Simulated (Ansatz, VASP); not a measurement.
# Two plane-wave programs on Al3InAs4

INCAR

```
SYSTEM = Al3InAs4
  PREC = Accurate
  ENCUT = 600
  EDIFF = 1E-6
  ISMEAR = 0
  SIGMA = 0.1
  LREAL = .FALSE.
  LASPH = .TRUE.
  NELM = 100
  ALGO = Normal
  ISIF = 3
  LWAVE = .FALSE.
  LCHARG = .FALSE.
  GGA = PE
  IBRION = 2
  NSW = 90
  EDIFFG = -0.04
```

Contents of KPOINTS:

```
regular mesh
0
G
  4 2 4
  0 0 0
```

File POSCAR:

```
Al3InAs4
1.0
    3.9005255000      0.0000000000      0.0000000000
    0.0000000000      7.8010510000      0.0000000000
    0.0000000000      0.0000000000      5.5161760600
Al In As
3 1 4
Direct
    0.0000000000      0.7500000000      0.0000000000
    0.0000000000      0.2500000000      0.0000000000
    0.5000000000      0.5000000000      0.5000000000
    0.5000000000      0.0000000000      0.5000000000
    0.5000000000      0.7500000000      0.7500000000
    0.0000000000      0.0000000000      0.2500000000
    0.5000000000      0.2500000000      0.7500000000
    0.0000000000      0.5000000000      0.2500000000
```

Input for Ansatz:

```yaml
crystal:
  lattice:
    - [3.9005255, 0.0, 0.0]
    - [0.0, 7.801051, 0.0]
    - [0.0, 0.0, 5.51617606]
  atoms:
    - { symbol: Al, position: [0.0, 0.75, 0.0] }
    - { symbol: Al, position: [0.0, 0.25, 0.0] }
    - { symbol: Al, position: [0.5, 0.5, 0.5] }
    - { symbol: In, position: [0.5, 0.0, 0.5] }
    - { symbol: As, position: [0.5, 0.75, 0.75] }
    - { symbol: As, position: [0.0, 0.0, 0.25] }
    - { symbol: As, position: [0.5, 0.25, 0.75] }
    - { symbol: As, position: [0.0, 0.5, 0.25] }
basis:
  ecutwfc: 420
kpoints:
  mp_grid: { grid: [4, 2, 4] }
hamiltonian:
  xc: pbe
scf:
  occupations: { method: gaussian, width: 0.1 }
  lower_state_search: "off"
output:
  forces: true
  stress: true
  eigenvalues: true
relax:
  adjacent_minimum: "off"
  f_tol: 0.04
  max_steps: 70
  cell: { stress_tol: 0.4 }
```

Alike in both runs: task relaxation of cell and atoms; functional PBE; k mesh 4 × 2 × 4; occupations gaussian, width 0.1 eV; no spin polarisation.

```csv
,VASP,Ansatz
version,VASP 6.6.1,Ansatz 0.2.0
potentials or method,"VASP PAW PBE potentials, release 64 (Al, In_d, As), cutoff 600 eV","scalar-relativistic, plane waves, PAW"
valence electrons in the cell,42,82
```

Ansatz gave:

```
gap on the k mesh at the Fermi level, each at its own relaxed structure (eV) : 1.06
relaxed volume (Å³/atom)                                                     : 24.81
relaxed length of the cell vector where the two differ most in proportion (Å)              : 8.290
```

Which values does VASP return?

gap on the k mesh at the Fermi level, each at its own relaxed structure (eV): 1.04; relaxed volume (Å³/atom): 24.90; relaxed length of the cell vector where the two differ most in proportion (Å): 8.308.

VASP's potentials hold 42 valence electrons a cell and Ansatz's 82, so a difference there can come from the potentials and not from the codes.

Noted on VASP's run: the volume moved by over 15 % at a fixed basis, so the end points are rough.
